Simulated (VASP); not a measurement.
# Ti (P2/m) in VASP: a series of runs, part 2 of 2

VASP 6.6.1. Earlier steps stand in the parts before.

## 3. Single point, PBEsol (strain +0.0875 x Voigt [0, 0, 0, 0, 0, 1])

Input file INCAR:

```
  PREC = Accurate
  ENCUT = 500
  EDIFF = 1E-6
  ISMEAR = 0
  SIGMA = 0.15
  LREAL = False
  LASPH = True
  NELM = 120
  ALGO = Normal
  ISIF = 2
  LWAVE = False
  LCHARG = False
  GGA = PS
  NBANDS = 25
  GGA_COMPAT = False
```

Input file KPOINTS:

```
Automatic mesh
0
Gamma
  12 12 18
```

Input file POSCAR:

```
Ti
1.0
    4.5152900513      0.1975439397      0.0000000000
   -2.0865669554      3.8115839200      0.0000000000
    0.0000000000      0.0000000000      2.7987936488
Ti
3
Direct
    0.0000000000      0.0000000000      0.0000000000
    0.3333333333      0.6666666667      0.5000000000
    0.6666666667      0.3333333333      0.5000000000
```

Potentials or basis: VASP PAW PBE potentials, release 64 (Ti_sv).

On the command line:

```console
$ cat potpaw_PBE.64/Ti_sv/POTCAR > POTCAR
$ mpirun -np 1 vasp_std > vasp.out
```

Wall time 11 min (1 thread of Oxide Virtual Turin-like, shared host); peak memory 0.64 GiB.

The run converged. Its results:

* Free energy: -25.0068 eV
* Pressure: 0.0 GPa
* Largest force: 0.090 eV/Å
* Band gap on the k mesh: zero (bands 18 and 19 overlap by 0.49 eV)

Forces on the atoms (eV/Å):
```
Ti   0.000  0.000  0.000
Ti   0.029 -0.085  0.000
Ti  -0.029  0.085  0.000
```

Stress tensor (GPa, compression positive):
```
 0.10 -4.82  0.00
-4.82  0.15  0.00
 0.00  0.00 -0.13
```

Levels at points of the mesh, in eV from the Fermi level:
| k point | band 14 | band 15 | band 16 | band 17 | band 18 | band 19 | band 20 | band 21 | band 22 | band 23 |
| --- | --- | --- | --- | --- | --- | --- | --- | --- | --- | --- |
| (0.00, 0.00, 0.00) | -2.05 | -1.02 | -0.99 | -0.33 | -0.14 | 0.04 | 0.70 | 0.87 | 1.83 | 1.90 |
| (0.50, 0.00, 0.00) | -3.71 | -2.70 | -0.59 | -0.51 | -0.45 | 0.03 | 0.82 | 1.04 | 1.90 | 2.16 |
| (0.00, 0.50, 0.00) | -3.54 | -2.67 | -0.43 | -0.40 | -0.34 | -0.02 | 0.75 | 1.02 | 1.33 | 2.02 |
| (0.50, 0.50, 0.00) | -3.38 | -2.70 | -0.36 | -0.25 | -0.21 | 0.09 | 0.48 | 0.76 | 1.10 | 1.88 |
| (0.00, 0.00, 0.50) | -2.20 | -2.16 | -1.81 | -1.69 | -1.53 | 1.01 | 1.06 | 1.23 | 1.57 | 3.10 |
| (0.50, 0.00, 0.50) | -2.23 | -1.66 | -1.34 | -0.77 | -0.68 | 0.15 | 0.89 | 1.02 | 1.33 | 2.60 |
| (0.00, 0.50, 0.50) | -2.15 | -1.79 | -1.23 | -0.62 | -0.62 | 0.28 | 0.99 | 1.07 | 1.17 | 2.39 |
| (0.50, 0.50, 0.50) | -2.05 | -1.86 | -1.08 | -0.64 | -0.51 | 0.56 | 0.84 | 0.93 | 1.26 | 2.12 |

Caveat: the cell differs from its parent crystal (strain +0.0875 x Voigt [0, 0, 0, 0, 0, 1]); the PAW data sets were made with another functional, which shifts forces and pressure a little.

## 4. Single point, PBEsol (strain +0.0625 x Voigt [0, 0, 0, 0, 0, 1])

Input file INCAR:

```
SYSTEM = Ti
PREC     = Accurate       ! precision mode
ENCUT    = 500            ! plane-wave cutoff, eV
EDIFF    = 1E-6           ! SCF threshold, eV
ISMEAR   = 0              ! smearing method
SIGMA    = 0.15           ! smearing width, eV
LREAL    = .False.        ! projectors in reciprocal space
LASPH    = .True.         ! aspherical terms in the spheres
NELM     = 120            ! most SCF steps
ALGO     = Normal         ! electronic algorithm
ISIF     = 2              ! what is computed and relaxed
LWAVE    = .False.        ! write WAVECAR
LCHARG   = .True.         ! write CHGCAR
GGA      = PS             ! functional
LELF     = .True.         ! ELF
LVHAR    = .True.       
NBANDS   = 25             ! bands
GGA_COMPAT= .False.
```

Input file KPOINTS:

```
regular mesh
0
Gamma
  12 12 18
  0 0 0
```

Input file POSCAR:

```
Ti
1.0
    4.5152900513      0.1411028141      0.0000000000
   -2.1354464040      3.8398044828      0.0000000000
    0.0000000000      0.0000000000      2.7987936488
Ti
3
Direct
    0.0000000000      0.0000000000      0.0000000000
    0.3333333333      0.6666666667      0.5000000000
    0.6666666667      0.3333333333      0.5000000000
```

Potentials or basis: VASP PAW PBE potentials, release 64 (Ti_sv).

On the command line:

```console
$ cat potpaw_PBE.64/Ti_sv/POTCAR > POTCAR
$ mpirun -np 1 vasp_std > vasp.out
```

OUTCAR:

```text
SYSTEM = Ti
   PREC = Accurate
   ENCUT = 500
   EDIFF = 1E-6
   ISMEAR = 0
   LREAL = .False.
   LASPH = .True.
   NELM = 120
   ISIF = 2
   GGA = PS

 ion  position               nearest neighbor table
   1  0.000  0.000  0.000-   2 2.90   3 2.90   2 2.90   3 2.90
   2  0.333  0.667  0.500-   3 2.54   3 2.61   3 2.68   1 2.90   1 2.90
   3  0.667  0.333  0.500-   2 2.54   2 2.61   2 2.68   1 2.90   1 2.90

  Warning from LATTYP: Monoclinic adjustment (A1->A3, A2->A1, A3->A2)!
  LATTYP: Found a simple monoclinic cell.
 ALAT       =     4.3936579078
 B/A-ratio  =     0.6370076386
[... 870 lines left out ...]
  Direction    XX          YY          ZZ          XY          YZ          ZX
  --------------------------------------------------------------------------------------
  -------------------------------------------------------------------------------------
  Total       -0.0326359     -0.0218483     -0.0579202     -1.0933790      0.0000000      0.0000000
  in kB       -1.0591519     -0.7090559     -1.8797170    -35.4840194      0.0000000      0.0000000
  external PRESSURE =      -1.2159749 kB  Pullay stress =       0.0000000 kB

 VOLUME and BASIS-vectors are now :
 -----------------------------------------------------------------------------
  energy-cutoff  :      500.00
  volume of cell :       49.37
      direct lattice vectors                 reciprocal lattice vectors
     4.515290051  0.141102814  0.000000000     0.217686499  0.121062896  0.000000000
    -2.135446404  3.839804483  0.000000000    -0.007999412  0.255981181  0.000000000
     0.000000000  0.000000000  2.798793649     0.000000000  0.000000000  0.357296795

 POSITION                                       TOTAL-FORCE (eV/Angst)
 -----------------------------------------------------------------------------------
      0.00000      0.00000      0.00000         0.000000      0.000000      0.000000
      0.08147      2.60690      1.39940         0.034576     -0.045937     -0.000000
      2.29838      1.37400      1.39940        -0.034576      0.045937      0.000000
 -----------------------------------------------------------------------------------
    total drift:                                0.000000      0.000000     -0.000000

  FREE ENERGIE OF THE ION-ELECTRON SYSTEM (eV)
  ---------------------------------------------------
  free  energy   TOTEN  =       -25.0391744741 eV

  energy  without entropy=      -25.0068311615  energy(sigma->0) =      -25.02300282
```

It took 11 min on 1 thread of Oxide Virtual Turin-like, shared host; peak memory 0.64 GiB.

What came out:

```
Free energy            : -25.0392 eV
Pressure               : -0.1 GPa
Largest force          : 0.057 eV/Å
Band gap on the k mesh : zero (bands 18 and 19 overlap by 0.42 eV)
```

Forces in eV/Å, atoms in the order of the input:
```
Ti   0.000  0.000  0.000
Ti   0.035 -0.046  0.000
Ti  -0.035  0.046  0.000
```

Caveat: the cell differs from its parent crystal (strain +0.0625 x Voigt [0, 0, 0, 0, 0, 1]); the PAW data sets were made with another functional, which shifts forces and pressure a little.

## 5. Summary

| cell | gap on the mesh (eV) | pressure (GPa) | largest force (eV/Å) |
| --- | --- | --- | --- |
| a = 4.516, b = 4.442, c = 2.799 Å, angles 90.0, 90.0, 118.4°, 3 atoms | none | -0.2 | 0.03 |
| a = 4.520, b = 4.345, c = 2.799 Å, angles 90.0, 90.0, 116.2°, 3 atoms | none | 0.0 | 0.09 |
| a = 4.517, b = 4.394, c = 2.799 Å, angles 90.0, 90.0, 117.3°, 3 atoms | none | -0.1 | 0.06 |

Alike in all rows: task single point; level PBEsol; potentials or basis VASP PAW PBE potentials, release 64 (Ti_sv); no spin polarisation; k mesh 12 × 12 × 18; cutoff (eV) 500; smearing gaussian 0.15 eV.

Caveats: the PAW data sets were made with another functional, which shifts forces and pressure a little.

Absolute energies hang on the potentials; compare differences alone.
